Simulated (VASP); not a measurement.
The system is AsP2.

```
CELL_PARAMETERS angstrom
3.86809 0.00000 0.00000
-1.93405 3.34987 0.00000
0.00000 0.00000 9.50786
ATOMIC_POSITIONS crystal
P 0.66667 0.33333 0.35953
P 0.33333 0.66667 0.64047
P 0.33333 0.66667 0.85953
P 0.66667 0.33333 0.14047
As 0.00000 0.00000 0.50000
As 0.00000 0.00000 0.00000
```

The cell was generated, and may not be a known phase.

| Property | Result |
| --- | --- |
| Program | VASP 6.6.1 |
| Task | relaxation of cell and atoms |
| Functional | PBE |
| Potentials or basis | VASP PAW PBE potentials, release 64 (P, As) |
| Cutoff | 600 eV |
| k mesh | 12 × 12 × 4 |
| Occupations | gaussian, width 0.1 eV |
| Spin | no spin polarisation |

At the start: pressure 0.6 GPa; volume 20.53 Å³/atom.

Problem. How do energy, volume and symmetry change on relaxing?

Solution. Over 8 steps the energy falls by 6.1 meV/atom and the volume is 20.83 Å³/atom (+1.5 %); space group P6_3/mmc (No. 194, to 0.1 Å) before and after.

Step by step:
```csv
step,energy change (eV),largest force (eV/Å),pressure (GPa),volume (Å³)
1,0.0000,0.2727,0.56,123.20
2,-0.0176,0.0137,-0.21,124.48
3,-0.0199,0.1651,-0.63,125.22
4,-0.0302,0.0937,-0.46,125.30
5,-0.0362,0.0070,-0.22,125.38
6,-0.0365,0.0305,-0.17,125.40
7,-0.0367,0.0150,-0.08,125.20
8,-0.0368,0.0002,0.00,125.01
```

Final structure:
```
P As
1.0
     3.94454    0.00000    0.00000
    -1.97227    3.41607    0.00000
     0.00000    0.00000    9.27729
P As
4 2
Direct
  0.66667 0.33333 0.36285
  0.33333 0.66667 0.63715
  0.33333 0.66667 0.86285
  0.66667 0.33333 0.13715
  0.00000 0.00000 0.50000
  0.00000 0.00000 0.00000
```
